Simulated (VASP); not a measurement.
# PbS (R-3m) in VASP: notebook

The runs below take PbS through electric field gradients, with LDA.

Everything below comes from runs of VASP 6.6.1. Logs are shortened: lines on timing, memory, paths and dates and some standing lists are left out, and cuts for length are marked.

**1. The cell of the first run**

It takes space group R-3m (No. 166, trigonal). Conventional cell: a = 4.235 Å, b = 4.235 Å, c = 10.066 Å, α = 90.00°, β = 90.00°, γ = 120.00°. Pb (site symmetry -3m) has 6 S at 2.97 Å within 3.9 Å. S (site symmetry -3m) has 6 Pb at 2.97 Å within 3.9 Å.

**2. Electric field gradients, LDA (equal xy, yz and zx shear strains of -2 %)**

INCAR reads:

```
SYSTEM = PbS
  PREC = Accurate
  ENCUT = 520
  EDIFF = 1E-8
  ISMEAR = -1
  SIGMA = 0.01
  LREAL = .FALSE.
  LASPH = .TRUE.
  NELM = 80
  ALGO = Normal
  ISIF = 2
  LWAVE = .FALSE.
  LCHARG = .FALSE.
  GGA = CA
  LEFG = .TRUE.
  NBANDS = 17
```

KPOINTS reads:

```
regular mesh
0
G
  7 7 7
  0 0 0
```

POSCAR reads:

```
PbS
1.0
   -0.0593000000      2.9353500000      2.9353500000
    2.9353500000     -0.0593000000      2.9353500000
    2.9353500000      2.9353500000     -0.0593000000
Pb S
1 1
Direct
    0.0000000000      0.0000000000      0.0000000000
    0.5000000000      0.5000000000      0.5000000000
```

Potentials or basis: VASP PAW LDA potentials, release 64 (Pb_d, S).

Launch:

```sh
$ cat potpaw_LDA.64/Pb_d/POTCAR potpaw_LDA.64/S/POTCAR > POTCAR
$ mpirun -np 1 vasp_std > vasp.out
```

OUTCAR:

```text
SYSTEM = PbS
   PREC = Accurate
   ENCUT = 520
   EDIFF = 1E-8
   ISMEAR = -1
   LREAL = .FALSE.
   LASPH = .TRUE.
   NELM = 80
   ISIF = 2
   GGA = CA

 ion  position               nearest neighbor table
   1  0.000  0.000  0.000-   2 2.97   2 2.97   2 2.97   2 2.97   2 2.97   2 2.97
   2  0.500  0.500  0.500-   1 2.97   1 2.97   1 2.97   1 2.97   1 2.97   1 2.97

  LATTYP: Found a trigonal (rhomboedric) cell.
 ALAT       =     4.1516353085
 COS(alpha) =     0.4797000918

  Lattice vectors:

 A1 = (  -0.0593000000,   2.9353500000,   2.9353500000)
 A2 = (   2.9353500000,  -0.0593000000,   2.9353500000)
 A3 = (   2.9353500000,   2.9353500000,  -0.0593000000)

Analysis of symmetry for initial positions (statically):
=====================================================================
 Subroutine PRICEL returns:
 Original cell was already a primitive cell.

 Routine SETGRP: Setting up the symmetry group for a
 trigonal (rhombohedral) supercell.

 Subroutine GETGRP returns: Found 12 space group operations
 (whereof 12 operations were pure point group operations)
 out of a pool of 12 trial point group operations.

The static configuration has the point symmetry D_3d.

Analysis of symmetry for dynamics (positions and initial velocities):
=====================================================================
 Subroutine PRICEL returns:
 Original cell was already a primitive cell.

 Routine SETGRP: Setting up the symmetry group for a
 trigonal (rhombohedral) supercell.

 Subroutine GETGRP returns: Found 12 space group operations
 (whereof 12 operations were pure point group operations)
 out of a pool of 12 trial point group operations.

The dynamic configuration has the point symmetry D_3d.

 Subroutine INISYM returns: Found 12 space group operations
 (whereof 12 operations are pure point group operations),
 and found     1 'primitive' translations

----------------------------------------------------------------------------------------

                                     Primitive cell

  volume of cell :      52.1162

  direct lattice vectors                    reciprocal lattice vectors
    -0.059300000  2.935350000  2.935350000    -0.165260701  0.168668138  0.168668138
     2.935350000 -0.059300000  2.935350000     0.168668138 -0.165260701  0.168668138
     2.935350000  2.935350000 -0.059300000     0.168668138  0.168668138 -0.165260701

  length of vectors
     4.151635309  4.151635309  4.151635309     0.290187838  0.290187838  0.290187838

  position of ions in fractional coordinates (direct lattice)
     0.000000000  0.000000000  0.000000000
     0.500000000  0.500000000  0.500000000

  ion indices of the primitive-cell ions
   primitive index   ion index
                 1           1
                 2           2

----------------------------------------------------------------------------------------

 KPOINTS: regular mesh

Automatic generation of k-mesh.
 Grid dimensions read from file:
 generate k-points for:    7    7    7

 Generating k-lattice:

  Cartesian coordinates                     Fractional coordinates (reciprocal lattice)
    -0.023608672  0.024095448  0.024095448     0.142857143  0.000000000  0.000000000
     0.024095448 -0.023608672  0.024095448     0.000000000  0.142857143  0.000000000
     0.024095448  0.024095448 -0.023608672     0.000000000  0.000000000  0.142857143

  Length of vectors
     0.041455405  0.041455405  0.041455405

  Shift w.r.t. Gamma in fractional coordinates (k-lattice)
     0.000000000  0.000000000  0.000000000

 Subroutine IBZKPT returns following result:
 ===========================================

 Found     44 irreducible k-points:

 Following reciprocal coordinates:
            Coordinates               Weight
  0.000000  0.000000  0.000000      1.000000
  0.142857  0.000000  0.000000      6.000000
  0.285714  0.000000  0.000000      6.000000
  0.428571 -0.000000 -0.000000      6.000000
  0.142857  0.142857 -0.000000      6.000000
  0.285714  0.142857 -0.000000     12.000000
[... 16 lines left out ...]
  0.285714  0.285714  0.142857      6.000000
  0.428571  0.285714  0.142857     12.000000
 [... further k-points ...]
   k-points           NKPTS =     44   k-points in BZ     NKDIM =     44   number of bands    NBANDS=     17
   number of dos      NEDOS =    301   number of ions     NIONS =      2
   total plane-waves  NPLWV =  32768
   dimension x,y,z NGX =    32 NGY =   32 NGZ =   32
   dimension x,y,z NGXF=    64 NGYF=   64 NGZF=   64
   ions per type =               1   1
   NGX,Y,Z   is equivalent  to a cutoff of  12.81, 12.81, 12.81 a.u.
   NGXF,Y,Z  is equivalent  to a cutoff of  25.63, 25.63, 25.63 a.u.
 SYSTEM =  PbS
   PREC   = accura    normal or accurate (medium, high low for compatibility)
   ISTART =      0    job   : 0-new  1-cont  2-samecut
   ICHARG =      2    charge: 1-file 2-atom 10-const
   ISPIN  =      1    spin polarized calculation?
   LNONCOLLINEAR =      F non collinear calculations
   LSORBIT =      F    spin-orbit coupling
   LASPH  =      T    aspherical Exc in radial PAW
   ENCUT  =  520.0 eV  38.22 Ry    6.18 a.u.   7.72  7.72  7.72*2*pi/ulx,y,z
   NELM   =     80;   NELMIN=  2; NELMDL= -5     # of ELM steps
   EDIFF  = 0.1E-07   stopping-criterion for ELM
   LREAL  =      F    real-space projection
   EDIFFG = 0.1E-06   stopping-criterion for IOM
   NSW    =      0    number of steps for IOM
   IBRION =     -1    ionic relax: 0-MD 1-quasi-New 2-CG
   NFREE  =      0    steps in history (QN), initial steepest desc. (CG)
   ISIF   =      2    stress and relaxation
   ISYM   =      2    0-nonsym 1-usesym 2-fastsym
   POTIM  = 0.5000    time-step for ionic-motion
   TEBEG  =    0.0;   TEEND  =   0.0 temperature during run
   PSTRESS=    0.0 pullay stress
   NELECT =      20.0000    total number of electrons
   NUPDOWN=      -1.0000    fix difference up-down
   EMIN   =  10.00;   EMAX   =-10.00  energy-range for DOS
   EFERMI =   0.00;   METHOD = LEGACY
   ISMEAR =    -1;   SIGMA  =   0.01  broadening in eV -4-tet -1-fermi 0-gaus
   EFERMI_NEDOS =   21; number of points for ismear=-14 and -15
   IALGO  =     38    algorithm
   IMIX   =      4    mixing-type and parameters
     AMIX     =   0.40;   BMIX     =  1.00
     AMIX_MAG =   1.60;   BMIX_MAG =  1.00
  volume/ion in A,a.u.               =      26.06       175.85
  Fermi-wavevector in a.u.,A,eV,Ry     =   1.189672  2.248154 19.256586  1.415319
  Thomas-Fermi vector in A             =   2.325774
   LORBIT       =      0    0 simple, 1 ext, 2 COOP (PROOUT), +10 PAW based schemes
   GGA     = CA    functional components
   LHFCALC =     F    Hartree Fock is set to
   AEXX    =    0.0000 exact exchange contribution
   IVDW    =     0    specifies the selected vdW correction
   LEPSILON=     F    determine dielectric tensor
   LRPA    =     F    only Hartree local field effects (RPA)
 non-spin polarized calculation
  energy-cutoff  :      520.00
  volume of cell :       52.12
 maximum number of plane-waves:      1416
   NGX = 15   NGY = 15   NGZ = 15

 number of electron      20.0000001 magnetization

 Free energy of the ion-electron system (eV)
  ---------------------------------------------------
  ext. energy  EPLUGINS =         0.00000000
  ---------------------------------------------------
  free energy    TOTEN  =        -9.98147544 eV

  energy without entropy =       -9.98147544  energy(sigma->0) =       -9.98147544

 E-fermi :   5.5740     XC(G=0): -10.0353

 val. band max:        5.3411786763   @ k =   0.4286  -0.0000  -0.0000
 cond. band min:       6.0341777097   @ k =   0.4286   0.4286   0.4286
 fundamental gap:      0.6929990334
 Fermi energy:         5.5740285125

 k-point     1 :       0.0000    0.0000    0.0000
  band No.  band energies     occupation
      1     -11.1751      2.00000
      2     -11.1751      2.00000
      3     -11.1728      2.00000
      4     -11.1586      2.00000
      5     -11.1586      2.00000
      6      -7.9707      2.00000
[... 9 lines left out ...]
     16      12.5316      0.00000
     17      14.0619      0.00000

 k-point     2 :       0.1429    0.0000    0.0000
  band No.  band energies     occupation
      1     -11.1781      2.00000
      2     -11.1752      2.00000
      3     -11.1662      2.00000
      4     -11.1602      2.00000
      5     -11.1538      2.00000
      6      -7.7952      2.00000
[... 9 lines left out ...]
     16      12.9418      0.00000
     17      15.5184      0.00000
[... 421 lines left out ...]
 k-point    24 :       0.4286    0.2857    0.1429
  band No.  band energies     occupation
      1     -11.2252      2.00000
      2     -11.1764      2.00000
      3     -11.1652      2.00000
      4     -11.1340      2.00000
      5     -11.1307      2.00000
      6      -6.8978      2.00000
[... 9 lines left out ...]
     16      15.9115      0.00000
     17      16.3848      0.00000

 [... further k-points ...]
[... 5 lines left out ...]
  --------------------------------------------------------------------------------------
  -------------------------------------------------------------------------------------
  Total       -0.8361558     -0.8361558     -0.8361558      0.1310290      0.1310290      0.1310290
  in kB      -25.7054302    -25.7054302    -25.7054302      4.0281449      4.0281449      4.0281449
  external PRESSURE =     -25.7054302 kB  Pullay stress =       0.0000000 kB

 VOLUME and BASIS-vectors are now :
 -----------------------------------------------------------------------------
  energy-cutoff  :      520.00
  volume of cell :       52.12
      direct lattice vectors                 reciprocal lattice vectors
    -0.059300000  2.935350000  2.935350000    -0.165260701  0.168668138  0.168668138
     2.935350000 -0.059300000  2.935350000     0.168668138 -0.165260701  0.168668138
     2.935350000  2.935350000 -0.059300000     0.168668138  0.168668138 -0.165260701

 POSITION                                       TOTAL-FORCE (eV/Angst)
 -----------------------------------------------------------------------------------
      0.00000      0.00000      0.00000        -0.000000      0.000000     -0.000000
      2.90570      2.90570      2.90570         0.000000     -0.000000      0.000000
 -----------------------------------------------------------------------------------
    total drift:                                0.000000     -0.000000     -0.000000

  FREE ENERGIE OF THE ION-ELECTRON SYSTEM (eV)
  ---------------------------------------------------
  free  energy   TOTEN  =        -9.9814754377 eV

  energy  without entropy=       -9.9814754377  energy(sigma->0) =       -9.98147544

 Electric field gradients (V/A^2)
---------------------------------------------------------------------
 ion       V_xx      V_yy      V_zz      V_xy      V_xz      V_yz
---------------------------------------------------------------------
   1      -0.000    -0.000     0.000     2.242     2.242     2.242
   2      -0.000     0.000    -0.000    -2.998    -2.998    -2.998
---------------------------------------------------------------------

 Electric field gradients after diagonalization (V/A^2)
 (convention: |V_zz| > |V_xx| > |V_yy|)
----------------------------------------------------------------------
 ion       V_xx      V_yy      V_zz     asymmetry (V_yy - V_xx)/ V_zz
----------------------------------------------------------------------
   1      -2.242    -2.242     4.484       0.000
   2       2.998     2.998    -5.996       0.000
----------------------------------------------------------------------

           NMR quadrupolar parameters

 Cq : quadrupolar parameter    Cq=e*Q*V_zz/h
 eta: asymmetry parameters     (V_yy - V_xx)/ V_zz
 Q  : nuclear electric quadrupole moment in mb (millibarn)
----------------------------------------------------------------------
 ion       Cq(MHz)       eta       Q (mb)
----------------------------------------------------------------------
   1       0.011       0.000       1.000
   2      -0.014       0.000       1.000
----------------------------------------------------------------------
```

Wall time 40 s (1 thread of AMD EPYC 7R43 (Zen 3), shared host); peak memory 0.14 GiB.

Results:

| Property | Result |
| --- | --- |
| Free energy | -9.9815 eV |
| Pressure | -2.6 GPa |
| Band gap on the k mesh | 0.69 eV, indirect (least direct gap 0.83 eV) |

Electric field gradients, principal values (V/Å²):
```
atom   least  middle  greatest (by size)
1 Pb  -2.242  -2.242               4.484
 2 S   2.998   2.998              -5.996
```

Caveat: the cell differs from its parent crystal (equal xy, yz and zx shear strains of -2 %); without QUAD_EFG the Cq values of the log hold for a quadrupole moment of 1 mb, not for the nuclei; spin-orbit coupling is left out, which moves the levels of the heavy elements.

**3. Electric field gradients, LDA (equal xy, yz and zx shear strains of -2 %)**

INCAR reads:

```
PREC = Accurate
ENCUT = 520
EDIFF = 1E-8
ISMEAR = -1
SIGMA = 0.01
LREAL = False
LASPH = True
NELM = 100
ALGO = Normal
ISIF = 2
LWAVE = False
LCHARG = False
GGA = CA
LEFG = True
NBANDS = 17
```

KPOINTS reads:

```
regular mesh
0
Gamma
  7 7 7
```

POSCAR is that of step 2.

Potentials or basis: VASP PAW LDA potentials, release 64 (Pb_d, S).

Launch:

```sh
$ cat potpaw_LDA.64/Pb_d/POTCAR potpaw_LDA.64/S/POTCAR > POTCAR
$ mpirun -np 1 vasp_std > vasp.out
```

OUTCAR:

```text
PREC = Accurate
   ENCUT = 520
   EDIFF = 1E-8
   ISMEAR = -1
   LREAL = False
   LASPH = True
   NELM = 100
   ISIF = 2
   GGA = CA

 ion  position               nearest neighbor table
   1  0.000  0.000  0.000-   2 2.97   2 2.97   2 2.97   2 2.97   2 2.97   2 2.97
   2  0.500  0.500  0.500-   1 2.97   1 2.97   1 2.97   1 2.97   1 2.97   1 2.97

  LATTYP: Found a trigonal (rhomboedric) cell.
 ALAT       =     4.1516353085
 COS(alpha) =     0.4797000918

  Lattice vectors:

 A1 = (  -0.0593000000,   2.9353500000,   2.9353500000)
 A2 = (   2.9353500000,  -0.0593000000,   2.9353500000)
 A3 = (   2.9353500000,   2.9353500000,  -0.0593000000)

Analysis of symmetry for initial positions (statically):
=====================================================================
 Subroutine PRICEL returns:
 Original cell was already a primitive cell.

[... 669 lines left out ...]
  energy-cutoff  :      520.00
  volume of cell :       52.12
      direct lattice vectors                 reciprocal lattice vectors
    -0.059300000  2.935350000  2.935350000    -0.165260701  0.168668138  0.168668138
     2.935350000 -0.059300000  2.935350000     0.168668138 -0.165260701  0.168668138
     2.935350000  2.935350000 -0.059300000     0.168668138  0.168668138 -0.165260701

 POSITION                                       TOTAL-FORCE (eV/Angst)
 -----------------------------------------------------------------------------------
      0.00000      0.00000      0.00000        -0.000000      0.000000     -0.000000
      2.90570      2.90570      2.90570         0.000000     -0.000000      0.000000
 -----------------------------------------------------------------------------------
    total drift:                                0.000000     -0.000000     -0.000000

  FREE ENERGIE OF THE ION-ELECTRON SYSTEM (eV)
  ---------------------------------------------------
  free  energy   TOTEN  =        -9.9814754377 eV

  energy  without entropy=       -9.9814754377  energy(sigma->0) =       -9.98147544

 Electric field gradients (V/A^2)
---------------------------------------------------------------------
 ion       V_xx      V_yy      V_zz      V_xy      V_xz      V_yz
---------------------------------------------------------------------
   1      -0.000    -0.000     0.000     2.242     2.242     2.242
   2      -0.000     0.000    -0.000    -2.998    -2.998    -2.998
---------------------------------------------------------------------

 Electric field gradients after diagonalization (V/A^2)
 (convention: |V_zz| > |V_xx| > |V_yy|)
----------------------------------------------------------------------
 ion       V_xx      V_yy      V_zz     asymmetry (V_yy - V_xx)/ V_zz
----------------------------------------------------------------------
   1      -2.242    -2.242     4.484       0.000
   2       2.998     2.998    -5.996       0.000
----------------------------------------------------------------------

           NMR quadrupolar parameters

 Cq : quadrupolar parameter    Cq=e*Q*V_zz/h
 eta: asymmetry parameters     (V_yy - V_xx)/ V_zz
 Q  : nuclear electric quadrupole moment in mb (millibarn)
----------------------------------------------------------------------
 ion       Cq(MHz)       eta       Q (mb)
----------------------------------------------------------------------
   1       0.011       0.000       1.000
   2      -0.014       0.000       1.000
----------------------------------------------------------------------
```

OSZICAR:

```text
N       E                     dE             d eps       ncg     rms          rms(c)
DAV:   1     0.158622963924E+03    0.15862E+03   -0.96426E+03  1512   0.124E+03
DAV:   2     0.154959244556E+01   -0.15707E+03   -0.15179E+03  1643   0.319E+02
DAV:   3    -0.101231347519E+02   -0.11673E+02   -0.11560E+02  1908   0.907E+01
DAV:   4    -0.104240534054E+02   -0.30092E+00   -0.30057E+00  1948   0.159E+01
DAV:   5    -0.104355533855E+02   -0.11500E-01   -0.11498E-01  2155   0.300E+00    0.449E+00
DAV:   6    -0.999250471826E+01    0.44305E+00   -0.13128E+00  2348   0.777E+00    0.316E+00
DAV:   7    -0.998554862141E+01    0.69561E-02   -0.10632E-01  1829   0.163E+00    0.174E+00
DAV:   8    -0.998184951006E+01    0.36991E-02   -0.11907E-02  1877   0.104E+00    0.203E-01
DAV:   9    -0.998145316710E+01    0.39634E-03   -0.24218E-03  2258   0.370E-01    0.773E-02
DAV:  10    -0.998148009706E+01   -0.26930E-04   -0.14739E-04  1717   0.727E-02    0.516E-02
DAV:  11    -0.998147557966E+01    0.45174E-05   -0.17349E-05  2111   0.432E-02    0.915E-03
DAV:  12    -0.998147545130E+01    0.12837E-06   -0.83482E-07  2218   0.121E-02    0.249E-03
DAV:  13    -0.998147543588E+01    0.15413E-07   -0.16228E-07  1770   0.227E-03    0.159E-03
DAV:  14    -0.998147543770E+01   -0.18194E-08   -0.64132E-09  1398   0.682E-04
   1 F= -.99814754E+01 E0= -.99814754E+01  d E =-.655669E-12
```

It took 33 s on 1 thread of AMD EPYC 7R43 (Zen 3), shared host; peak memory 0.14 GiB.

Results:

- Free energy: -9.9815 eV
- Pressure: -2.6 GPa
- Band gap on the k mesh: 0.69 eV, indirect (least direct gap 0.83 eV)

Stress tensor (GPa, compression positive):
```
-2.57  0.40  0.40
 0.40 -2.57  0.40
 0.40  0.40 -2.57
```

Electric field gradients, principal values (V/Å²):
```
atom   least  middle  greatest (by size)
1 Pb  -2.242  -2.242               4.484
 2 S   2.998   2.998              -5.996
```

Caveat: the cell differs from its parent crystal (equal xy, yz and zx shear strains of -2 %); without QUAD_EFG the Cq values of the log hold for a quadrupole moment of 1 mb, not for the nuclei; spin-orbit coupling is left out, which moves the levels of the heavy elements. A k mesh can miss the band edges.

(Part 1 of 2 ends here.)
